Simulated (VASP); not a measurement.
# Ge in VASP: notebook

The runs below take Ge through single point, with PBE.

Everything below comes from runs of VASP 6.6.1. Logs are shortened: lines on timing, memory, paths and dates and some standing lists are left out, and cuts for length are marked.

## Step 1: The cell of the first run

The typed cell holds 1 atom: a = 2.647 Å, b = 2.749 Å, c = 2.751 Å, α = 90.00°, β = 90.00°, γ = 90.00°.

## Step 2: Single point, PBE

The input, INCAR:

```
SYSTEM = Ge
PREC     = Accurate       ! precision mode
ENCUT    = 520            ! plane-wave cutoff, eV
EDIFF    = 1E-6           ! SCF threshold, eV
ISMEAR   = 0              ! smearing method
SIGMA    = 0.1            ! smearing width, eV
LREAL    = .FALSE.        ! projectors in reciprocal space
LASPH    = .TRUE.         ! aspherical terms in the spheres
NELM     = 60             ! most SCF steps
ALGO     = Normal         ! electronic algorithm
ISIF     = 2              ! what is computed and relaxed
LWAVE    = .FALSE.        ! write WAVECAR
LCHARG   = .FALSE.        ! write CHGCAR
GGA      = PE             ! functional
NBANDS   = 13             ! bands
```

The input, KPOINTS:

```
regular mesh
0
G
  8 6 6
  0 0 0
```

The input, POSCAR:

```
Ge
1.0
    2.6472822448      0.0000000000      0.0000000000
    0.0000000000      2.7489699516      0.0000000000
    0.0000000000      0.0000000000      2.7508077422
Ge
1
Direct
    0.5000000000      0.5000000000      0.5000000000
```

Potentials or basis: VASP PAW PBE potentials, release 64 (Ge_d).

On the command line:

```sh
$ cat potpaw_PBE.64/Ge_d/POTCAR > POTCAR
$ mpirun -np 1 vasp_std > vasp.out
```

OUTCAR:

```text
SYSTEM = Ge
   PREC = Accurate
   ENCUT = 520
   EDIFF = 1E-6
   ISMEAR = 0
   LREAL = .FALSE.
   LASPH = .TRUE.
   NELM = 60
   ISIF = 2
   GGA = PE

 ion  position               nearest neighbor table
   1  0.500  0.500  0.500-

  LATTYP: Found a simple orthorhombic cell.
 ALAT       =     2.6472822448
 B/A-ratio  =     1.0384121138
 C/A-ratio  =     1.0391063316

  Lattice vectors:

 A1 = (   2.6472822448,   0.0000000000,   0.0000000000)
 A2 = (   0.0000000000,   2.7489699516,   0.0000000000)
 A3 = (   0.0000000000,   0.0000000000,   2.7508077422)

Analysis of symmetry for initial positions (statically):
=====================================================================
 Subroutine PRICEL returns:
 Original cell was already a primitive cell.

 Routine SETGRP: Setting up the symmetry group for a
 simple orthorhombic supercell.

 Subroutine GETGRP returns: Found  8 space group operations
 (whereof  8 operations were pure point group operations)
 out of a pool of  8 trial point group operations.

The static configuration has the point symmetry D_2h.

Analysis of symmetry for dynamics (positions and initial velocities):
=====================================================================
 Subroutine PRICEL returns:
 Original cell was already a primitive cell.

 Routine SETGRP: Setting up the symmetry group for a
 simple orthorhombic supercell.

 Subroutine GETGRP returns: Found  8 space group operations
 (whereof  8 operations were pure point group operations)
 out of a pool of  8 trial point group operations.

The dynamic configuration has the point symmetry D_2h.

 Subroutine INISYM returns: Found  8 space group operations
 (whereof  8 operations are pure point group operations),
 and found     1 'primitive' translations

----------------------------------------------------------------------------------------

                                     Primitive cell

  volume of cell :      20.0185

  direct lattice vectors                    reciprocal lattice vectors
     2.647282245  0.000000000  0.000000000     0.377745895  0.000000000  0.000000000
     0.000000000  2.748969952  0.000000000     0.000000000  0.363772619  0.000000000
     0.000000000  0.000000000  2.750807742     0.000000000  0.000000000  0.363529586

  length of vectors
     2.647282245  2.748969952  2.750807742     0.377745895  0.363772619  0.363529586

  position of ions in fractional coordinates (direct lattice)
     0.500000000  0.500000000  0.500000000

  ion indices of the primitive-cell ions
[... 78 lines left out ...]
   IBRION =     -1    ionic relax: 0-MD 1-quasi-New 2-CG
   NFREE  =      0    steps in history (QN), initial steepest desc. (CG)
   ISIF   =      2    stress and relaxation
   ISYM   =      2    0-nonsym 1-usesym 2-fastsym
   POTIM  = 0.5000    time-step for ionic-motion
   TEBEG  =    0.0;   TEEND  =   0.0 temperature during run
   PSTRESS=    0.0 pullay stress
   NELECT =      14.0000    total number of electrons
   NUPDOWN=      -1.0000    fix difference up-down
   EMIN   =  10.00;   EMAX   =-10.00  energy-range for DOS
   EFERMI =   0.00;   METHOD = LEGACY
   ISMEAR =     0;   SIGMA  =   0.10  broadening in eV -4-tet -1-fermi 0-gaus
   EFERMI_NEDOS =   21; number of points for ismear=-14 and -15
   IALGO  =     38    algorithm
   IMIX   =      4    mixing-type and parameters
     AMIX     =   0.40;   BMIX     =  1.00
     AMIX_MAG =   1.60;   BMIX_MAG =  1.00
  volume/ion in A,a.u.               =      20.02       135.09
  Fermi-wavevector in a.u.,A,eV,Ry     =   1.453140  2.746036 28.730264  2.111615
  Thomas-Fermi vector in A             =   2.570441
   LORBIT       =      0    0 simple, 1 ext, 2 COOP (PROOUT), +10 PAW based schemes
   GGA     = PE    functional components
   LHFCALC =     F    Hartree Fock is set to
   AEXX    =    0.0000 exact exchange contribution
   IVDW    =     0    specifies the selected vdW correction
   LEPSILON=     F    determine dielectric tensor
   LRPA    =     F    only Hartree local field effects (RPA)
 non-spin polarized calculation
 Gauss-broadening in eV      SIGMA  =   0.10
  energy-cutoff  :      520.00
  volume of cell :       20.02
 maximum number of plane-waves:       548
 NGX is ok and might be reduce to    20
   NGX =  9   NGY = 11   NGZ = 11

 number of electron      14.0000009 magnetization

 Free energy of the ion-electron system (eV)
  ---------------------------------------------------
  ext. energy  EPLUGINS =         0.00000000
  ---------------------------------------------------
  free energy    TOTEN  =        -4.26005649 eV

  energy without entropy =       -4.25681902  energy(sigma->0) =       -4.25843775

 E-fermi :   5.8189     XC(G=0): -10.8835

 val. band max:        5.8085801973   @ k =   0.3750   0.5000   0.1667
 cond. band min:       5.8324985582   @ k =   0.2500   0.0000   0.0000
 fundamental gap:      0.0239183609
 Fermi energy:         5.8188588051

 k-point     1 :       0.0000    0.0000    0.0000
  band No.  band energies     occupation
      1     -18.8222      2.00000
      2     -18.7954      2.00000
      3     -18.5793      2.00000
      4     -18.5601      2.00000
      5     -18.5597      2.00000
      6      -6.8355      2.00000
      7      11.9323      0.00000
      8      11.9566      0.00000
      9      13.3992      0.00000
     10      15.4954      0.00000
     11      16.0066      0.00000
     12      18.5003      0.00000
     13      33.6025      0.00000
[... 354 lines left out ...]
  band No.  band energies     occupation
      1     -18.7524      2.00000
      2     -18.6485      2.00000
      3     -18.6266      2.00000
      4     -18.6041      2.00000
      5     -18.5867      2.00000
      6      -3.4965      2.00000
      7       2.7803      2.00000
      8      10.2435      0.00000
      9      14.8750      0.00000
     10      17.0868      0.00000
     11      19.5464      0.00000
     12      23.5587      0.00000
     13      23.5819      0.00000

 [... further k-points ...]
[... 5 lines left out ...]
  --------------------------------------------------------------------------------------
  -------------------------------------------------------------------------------------
  Total       -0.0215943     -0.0340214     -0.0398358      0.0000000      0.0000000      0.0000000
  in kB       -1.7282966     -2.7229042     -3.1882604      0.0000000      0.0000000      0.0000000
  external PRESSURE =      -2.5464870 kB  Pullay stress =       0.0000000 kB

 VOLUME and BASIS-vectors are now :
 -----------------------------------------------------------------------------
  energy-cutoff  :      520.00
  volume of cell :       20.02
      direct lattice vectors                 reciprocal lattice vectors
     2.647282245  0.000000000  0.000000000     0.377745895  0.000000000  0.000000000
     0.000000000  2.748969952  0.000000000     0.000000000  0.363772619  0.000000000
     0.000000000  0.000000000  2.750807742     0.000000000  0.000000000  0.363529586

 POSITION                                       TOTAL-FORCE (eV/Angst)
 -----------------------------------------------------------------------------------
      1.32364      1.37448      1.37540         0.000000      0.000000      0.000000
 -----------------------------------------------------------------------------------
    total drift:                               -0.000000      0.000000     -0.000000

  FREE ENERGIE OF THE ION-ELECTRON SYSTEM (eV)
  ---------------------------------------------------
  free  energy   TOTEN  =        -4.2600564850 eV

  energy  without entropy=       -4.2568190182  energy(sigma->0) =       -4.25843775
```

Run time: 4.7 s. Hardware: 1 thread of Intel Xeon 6975P-C (Granite Rapids), shared host; peak memory 0.13 GiB.

What came out:

* Free energy: -4.2601 eV
* Pressure: -0.3 GPa
* Band gap on the k mesh: zero (band 7 reaches 11.93 eV, above the bottom of band 8 at 3.23 eV)

Caveat: the k points lie up to 0.38 Å⁻¹ apart.

## Step 3: Single point, PBE

This run uses another cell than the first one, of 19.93 Å³/atom, 0.995 times its volume.

The input, INCAR:

```
PREC = Accurate
ENCUT = 520
EDIFF = 1E-6
ISMEAR = 0
SIGMA = 0.1
LREAL = F
LASPH = T
NELM = 80
ALGO = Normal
ISIF = 2
LWAVE = F
LCHARG = T
GGA = PE
LELF = T
LVHAR = T
NBANDS = 13
```

The input, KPOINTS:

```
regular mesh
0
Gamma
  20 20 20
```

The input, POSCAR:

```
Ge
1.0
    2.7110871429      0.0000000000      0.0000000000
    0.0000000000      2.7110871429      0.0000000000
    0.0000000000      0.0000000000      2.7111829405
Ge
1
Direct
    0.5000000000      0.5000000000      0.5000000000
```

Potentials or basis: VASP PAW PBE potentials, release 64 (Ge_d).

On the command line:

```sh
$ cat potpaw_PBE.64/Ge_d/POTCAR > POTCAR
$ mpirun -np 1 vasp_std > vasp.out
```

OUTCAR:

```text
PREC = Accurate
   ENCUT = 520
   EDIFF = 1E-6
   ISMEAR = 0
   LREAL = F
   LASPH = T
   NELM = 80
   ISIF = 2
   GGA = PE

 ion  position               nearest neighbor table
   1  0.500  0.500  0.500-

  LATTYP: Found a simple tetragonal cell.
 ALAT       =     2.7110871429
 C/A-ratio  =     1.0000353355

  Lattice vectors:

 A1 = (   2.7110871429,   0.0000000000,   0.0000000000)
 A2 = (   0.0000000000,   2.7110871429,   0.0000000000)
 A3 = (   0.0000000000,   0.0000000000,   2.7111829405)
[... 553 lines left out ...]
      4     -18.5395      2.00000
      5     -18.5223      2.00000
      6      -5.8450      2.00000
      7       7.1005      0.00000
      8      10.9398      0.00000
      9      13.4050      0.00000
     10      17.4629      0.00000
     11      20.0349      0.00000
     12      23.3177      0.00000
     13      25.3743      0.00000

 [... further k-points ...]
[... 5 lines left out ...]
  --------------------------------------------------------------------------------------
  -------------------------------------------------------------------------------------
  Total       -0.0067252     -0.0067252     -0.0071702      0.0000000      0.0000000     -0.0000000
  in kB       -0.5407161     -0.5407161     -0.5764984      0.0000000      0.0000000     -0.0000000
  external PRESSURE =      -0.5526435 kB  Pullay stress =       0.0000000 kB

 VOLUME and BASIS-vectors are now :
 -----------------------------------------------------------------------------
  energy-cutoff  :      520.00
  volume of cell :       19.93
      direct lattice vectors                 reciprocal lattice vectors
     2.711087143  0.000000000  0.000000000     0.368855720  0.000000000  0.000000000
     0.000000000  2.711087143  0.000000000     0.000000000  0.368855720  0.000000000
     0.000000000  0.000000000  2.711182941     0.000000000  0.000000000  0.368842687

 POSITION                                       TOTAL-FORCE (eV/Angst)
 -----------------------------------------------------------------------------------
      1.35554      1.35554      1.35559         0.000000      0.000000      0.000000
 -----------------------------------------------------------------------------------
    total drift:                               -0.000000      0.000000     -0.000000

  FREE ENERGIE OF THE ION-ELECTRON SYSTEM (eV)
  ---------------------------------------------------
  free  energy   TOTEN  =        -4.2709602551 eV

  energy  without entropy=       -4.2684570603  energy(sigma->0) =       -4.26970866
```

stdout:

```text
POSCAR found type information on POSCAR Ge
 POSCAR found :  1 types and       1 ions
 scaLAPACK will be used
 LDA part: xc-table for (Slater+PW92), standard interpolation
 POSCAR, INCAR and KPOINTS ok, starting setup
 FFT: planning ... GRIDC
 FFT: planning ... GRID_SOFT
 FFT: planning ... GRID
 WAVECAR not read
 entering main loop
```

Wall time 35 s (1 thread of Intel Xeon 6975P-C (Granite Rapids), shared host); peak memory 0.27 GiB.

Results:

```yaml
Free_energy: -4.2710 eV
Pressure: -0.1 GPa
Band_gap_on_the_k_mesh: zero (band 7 reaches 12.49 eV, above the bottom of band 8 at 3.39 eV)
```

Levels at points of the mesh, in eV from the Fermi level:
```tsv
k point	band 3	band 4	band 5	band 6	band 7	band 8	band 9	band 10	band 11	band 12
(0.00, 0.00, 0.00)	-24.41	-24.41	-24.41	-12.71	6.60	6.60	6.60	10.04	10.04	12.44
(0.50, 0.00, 0.00)	-24.47	-24.46	-24.41	-9.00	-5.55	9.44	9.44	13.24	15.20	16.31
(0.50, 0.50, 0.00)	-24.47	-24.47	-24.34	-5.07	-2.50	-2.50	3.21	12.23	19.34	19.34
(0.00, 0.00, 0.50)	-24.47	-24.46	-24.41	-9.00	-5.55	9.44	9.44	13.24	15.20	16.31
(0.50, 0.00, 0.50)	-24.47	-24.47	-24.34	-5.08	-2.50	-2.50	3.21	12.23	19.34	19.34
(0.50, 0.50, 0.50)	-24.55	-24.33	-24.33	-0.55	0.35	0.35	0.35	6.91	6.91	6.91
```
